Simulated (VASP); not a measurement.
CsPbCl3, 5 atoms in the cell. Symmetry: Pm-3m, No. 221, cubic system. Conventional cell: a = 5.885 Å, b = 5.885 Å, c = 5.885 Å, α = 90.00°, β = 90.00°, γ = 90.00°. Within 5.5 Å of Cs (site symmetry m-3m) lie 12 Cl at 4.16 Å and 8 Pb at 5.10 Å. Within 3.9 Å of Pb (site symmetry m-3m) lie 6 Cl at 2.94 Å. Within 3.9 Å of Cl (site symmetry 4/mmm) lie 2 Pb at 2.94 Å.  This cell differs from its parent crystal: strain +0.050 along x and y, +0.050 along z.

| Property | Result |
| --- | --- |
| Program | VASP 6.6.1 |
| Task | single point |
| Functional | PBEsol |
| Potentials or basis | VASP PAW PBE potentials, release 64 (Cs_sv, Pb_d, Cl) |
| Cutoff | 520 eV |
| k mesh | 6 × 6 × 6 |
| Occupations | gaussian, width 0.05 eV |
| Spin | no spin polarisation |
| Dipole correction | no |
| Further INCAR settings | ALGO = Normal; EDIFF = 1e-07; NBANDS = 30 |

Potentials or basis: VASP PAW PBE potentials, release 64 (Cs_sv, Pb_d, Cl).

Launch:

```sh
$ cat potpaw_PBE.64/Cs_sv/POTCAR potpaw_PBE.64/Pb_d/POTCAR potpaw_PBE.64/Cl/POTCAR > POTCAR
$ mpirun -np 1 vasp_std > vasp.out
```

Hardware: 1 thread of Oxide Virtual Turin-like Processor, on a shared host.

Problem. How long does it take, and how much memory?

Solution. It took 2.1 min on 1 thread of Oxide Virtual Turin-like Processor, with other jobs on the host, peak memory 0.35 GiB. Counts: scf iterations 15, k points 20.
